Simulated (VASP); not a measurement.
# Ta (Im-3m) in VASP: notebook, part 2 of 3

VASP 6.6.1. Earlier steps stand in the parts before.

### 3 Single point, PBE

INCAR

```
ALGO     = Normal         # electronic algorithm
EDIFF    = 1E-7           # SCF threshold, eV
ENCUT    = 520            # plane-wave cutoff, eV
GGA      = PE             # functional
ISIF     = 2              # what is computed and relaxed
ISMEAR   = -1             # smearing method
LASPH    = True           # aspherical terms in the spheres
LCHARG   = False          # write CHGCAR
LREAL    = False          # projectors in reciprocal space
LWAVE    = False          # write WAVECAR
NBANDS   = 12             # bands
NELM     = 80             # most SCF steps
PREC     = Accurate       # precision mode
SIGMA    = 0.06           # smearing width, eV
```

KPOINTS

```
k-points
0
Gamma
  4 4 4
```

POSCAR

```
Ta
1.0
   -1.6512800000      1.6512800000      1.6512800000
    1.6512800000     -1.6512800000      1.6512800000
    1.6512800000      1.6512800000     -1.6512800000
Ta
1
Direct
    0.0000000000      0.0000000000      0.0000000000
```

Potentials or basis: VASP PAW PBE potentials, release 64 (Ta_pv).

On the command line:

```console
$ cat potpaw_PBE.64/Ta_pv/POTCAR > POTCAR
$ mpirun -np 1 vasp_std > vasp.out
```

OUTCAR:

```text
EDIFF = 1E-7
   ENCUT = 520
   GGA = PE
   ISIF = 2
   ISMEAR = -1
   LASPH = True
   LREAL = False
   NELM = 80
   PREC = Accurate

 ion  position               nearest neighbor table
   1  0.000  0.000  0.000-

  LATTYP: Found a body centered cubic cell.
 ALAT       =     3.3025600000

  Lattice vectors:

 A1 = (  -1.6512800000,   1.6512800000,   1.6512800000)
 A2 = (   1.6512800000,  -1.6512800000,   1.6512800000)
 A3 = (   1.6512800000,   1.6512800000,  -1.6512800000)

Analysis of symmetry for initial positions (statically):
=====================================================================
 Subroutine PRICEL returns:
 Original cell was already a primitive cell.

 Routine SETGRP: Setting up the symmetry group for a
 body centered cubic supercell.

 Subroutine GETGRP returns: Found 48 space group operations
 (whereof 48 operations were pure point group operations)
 out of a pool of 48 trial point group operations.

The static configuration has the point symmetry O_h .

Analysis of symmetry for dynamics (positions and initial velocities):
=====================================================================
 Subroutine PRICEL returns:
 Original cell was already a primitive cell.

 Routine SETGRP: Setting up the symmetry group for a
 body centered cubic supercell.

 Subroutine GETGRP returns: Found 48 space group operations
 (whereof 48 operations were pure point group operations)
 out of a pool of 48 trial point group operations.

The dynamic configuration has the point symmetry O_h .

 Subroutine INISYM returns: Found 48 space group operations
 (whereof 48 operations are pure point group operations),
 and found     1 'primitive' translations

----------------------------------------------------------------------------------------

                                     Primitive cell

  volume of cell :      18.0104

  direct lattice vectors                    reciprocal lattice vectors
    -1.651280000  1.651280000  1.651280000     0.000000000  0.302795407  0.302795407
     1.651280000 -1.651280000  1.651280000     0.302795407  0.000000000  0.302795407
     1.651280000  1.651280000 -1.651280000     0.302795407  0.302795407  0.000000000

  length of vectors
     2.860100858  2.860100858  2.860100858     0.428217371  0.428217371  0.428217371

  position of ions in fractional coordinates (direct lattice)
     0.000000000  0.000000000  0.000000000

  ion indices of the primitive-cell ions
   primitive index   ion index
                 1           1

----------------------------------------------------------------------------------------

 KPOINTS: k-points

Automatic generation of k-mesh.
 Grid dimensions read from file:
 generate k-points for:    4    4    4

 Generating k-lattice:

  Cartesian coordinates                     Fractional coordinates (reciprocal lattice)
     0.000000000  0.075698852  0.075698852     0.250000000  0.000000000  0.000000000
     0.075698852  0.000000000  0.075698852     0.000000000  0.250000000  0.000000000
     0.075698852  0.075698852  0.000000000     0.000000000  0.000000000  0.250000000

  Length of vectors
     0.107054343  0.107054343  0.107054343

  Shift w.r.t. Gamma in fractional coordinates (k-lattice)
     0.000000000  0.000000000  0.000000000

 Subroutine IBZKPT returns following result:
 ===========================================

 Found      8 irreducible k-points:

 Following reciprocal coordinates:
            Coordinates               Weight
  0.000000  0.000000  0.000000      1.000000
  0.250000  0.000000  0.000000     12.000000
  0.500000  0.000000  0.000000      6.000000
  0.250000  0.250000  0.000000     24.000000
  0.250000  0.250000  0.250000      2.000000
 -0.250000  0.250000  0.250000      6.000000
  0.500000  0.500000  0.250000     12.000000
  0.500000  0.500000  0.500000      1.000000
   k-points           NKPTS =      8   k-points in BZ     NKDIM =      8   number of bands    NBANDS=     12
   number of dos      NEDOS =    301   number of ions     NIONS =      1
   total plane-waves  NPLWV =  13824
   dimension x,y,z NGX =    24 NGY =   24 NGZ =   24
   dimension x,y,z NGXF=    48 NGYF=   48 NGZF=   48
   ions per type =               1
   NGX,Y,Z   is equivalent  to a cutoff of  13.95, 13.95, 13.95 a.u.
   NGXF,Y,Z  is equivalent  to a cutoff of  27.90, 27.90, 27.90 a.u.
 SYSTEM =  unknown system
   PREC   = accura    normal or accurate (medium, high low for compatibility)
   ISTART =      0    job   : 0-new  1-cont  2-samecut
   ICHARG =      2    charge: 1-file 2-atom 10-const
   ISPIN  =      1    spin polarized calculation?
   LNONCOLLINEAR =      F non collinear calculations
   LSORBIT =      F    spin-orbit coupling
   LASPH  =      T    aspherical Exc in radial PAW
   ENCUT  =  520.0 eV  38.22 Ry    6.18 a.u.   5.32  5.32  5.32*2*pi/ulx,y,z
   NELM   =     80;   NELMIN=  2; NELMDL= -5     # of ELM steps
   EDIFF  = 0.1E-06   stopping-criterion for ELM
   LREAL  =      F    real-space projection
   EDIFFG = 0.1E-05   stopping-criterion for IOM
   NSW    =      0    number of steps for IOM
   IBRION =     -1    ionic relax: 0-MD 1-quasi-New 2-CG
   NFREE  =      0    steps in history (QN), initial steepest desc. (CG)
   ISIF   =      2    stress and relaxation
   ISYM   =      2    0-nonsym 1-usesym 2-fastsym
   POTIM  = 0.5000    time-step for ionic-motion
   TEBEG  =    0.0;   TEEND  =   0.0 temperature during run
   PSTRESS=    0.0 pullay stress
   NELECT =      11.0000    total number of electrons
   NUPDOWN=      -1.0000    fix difference up-down
   EMIN   =  10.00;   EMAX   =-10.00  energy-range for DOS
   EFERMI =   0.00;   METHOD = LEGACY
   ISMEAR =    -1;   SIGMA  =   0.06  broadening in eV -4-tet -1-fermi 0-gaus
   EFERMI_NEDOS =   21; number of points for ismear=-14 and -15
   IALGO  =     38    algorithm
   IMIX   =      4    mixing-type and parameters
     AMIX     =   0.40;   BMIX     =  1.00
     AMIX_MAG =   1.60;   BMIX_MAG =  1.00
  volume/ion in A,a.u.               =      18.01       121.54
  Fermi-wavevector in a.u.,A,eV,Ry     =   1.388988  2.624806 26.249534  1.929286
  Thomas-Fermi vector in A             =   2.513061
   LORBIT       =      0    0 simple, 1 ext, 2 COOP (PROOUT), +10 PAW based schemes
   GGA     = PE    functional components
   LHFCALC =     F    Hartree Fock is set to
   AEXX    =    0.0000 exact exchange contribution
   IVDW    =     0    specifies the selected vdW correction
   LEPSILON=     F    determine dielectric tensor
   LRPA    =     F    only Hartree local field effects (RPA)
 non-spin polarized calculation
  energy-cutoff  :      520.00
  volume of cell :       18.01
 maximum number of plane-waves:       496
 NGX is ok and might be reduce to    24
   NGX = 11   NGY = 11   NGZ = 11

 number of electron      11.0000002 magnetization

 Free energy of the ion-electron system (eV)
  ---------------------------------------------------
  ext. energy  EPLUGINS =         0.00000000
  ---------------------------------------------------
  free energy    TOTEN  =       -11.91114491 eV

  energy without entropy =      -11.89569260  energy(sigma->0) =      -11.90341876

 E-fermi :   5.4135     XC(G=0): -12.6212

 val. band max:        5.3930607348   @ k =   0.2500   0.0000   0.0000
 cond. band min:       6.2113952874   @ k =   0.0000   0.0000   0.0000
 fundamental gap:      0.8183345526
 Fermi energy:         5.4134608153

 k-point     1 :       0.0000    0.0000    0.0000
  band No.  band energies     occupation
      1     -27.6012      2.00000
      2     -27.6012      2.00000
      3     -27.6012      2.00000
      4      -2.4294      2.00000
      5       6.2114      0.00000
      6       6.2114      0.00000
      7       6.2114      0.00000
      8       9.4873      0.00000
      9       9.4873      0.00000
     10      20.1693      0.00000
     11      20.5007      0.00000
     12      20.5007      0.00000
[... 91 lines left out ...]
 k-point     8 :       0.5000    0.5000    0.5000
  band No.  band energies     occupation
      1     -28.4188      2.00000
      2     -28.4188      2.00000
      3     -28.4188      2.00000
      4       1.6815      2.00000
      5       1.6815      2.00000
      6      12.3102      0.00000
      7      12.3102      0.00000
      8      12.3102      0.00000
      9      14.1416      0.00000
     10      14.1416      0.00000
     11      14.1416      0.00000
     12      20.1236      0.00000

------------------------ aborting loop because EDIFF is reached ----------------------------------------

  FORCE on cell =-STRESS in cart. coord.  units (eV):
  Direction    XX          YY          ZZ          XY          YZ          ZX
  --------------------------------------------------------------------------------------
  -------------------------------------------------------------------------------------
  Total        0.3680563      0.3680563      0.3680563      0.0000000      0.0000000      0.0000000
  in kB       32.7418081     32.7418081     32.7418081      0.0000000      0.0000000      0.0000000
  external PRESSURE =      32.7418081 kB  Pullay stress =       0.0000000 kB

 VOLUME and BASIS-vectors are now :
 -----------------------------------------------------------------------------
  energy-cutoff  :      520.00
  volume of cell :       18.01
      direct lattice vectors                 reciprocal lattice vectors
    -1.651280000  1.651280000  1.651280000     0.000000000  0.302795407  0.302795407
     1.651280000 -1.651280000  1.651280000     0.302795407  0.000000000  0.302795407
     1.651280000  1.651280000 -1.651280000     0.302795407  0.302795407  0.000000000

 POSITION                                       TOTAL-FORCE (eV/Angst)
 -----------------------------------------------------------------------------------
      0.00000      0.00000      0.00000        -0.000000      0.000000      0.000000
 -----------------------------------------------------------------------------------
    total drift:                                0.000000      0.000000      0.000000

  FREE ENERGIE OF THE ION-ELECTRON SYSTEM (eV)
  ---------------------------------------------------
  free  energy   TOTEN  =       -11.9111449121 eV

  energy  without entropy=      -11.8956926036  energy(sigma->0) =      -11.90341876
```

Run time: 4.9 s. Hardware: 1 thread of AMD EPYC 7R43 (Zen 3), shared host; peak memory 0.1 GiB.

What came out:

- Free energy: -11.9111 eV
- Pressure: 3.3 GPa

Caveat: the k points lie up to 0.67 Å⁻¹ apart; spin-orbit coupling is left out, which moves the levels of the heavy elements.

[end of part 2 of 3]
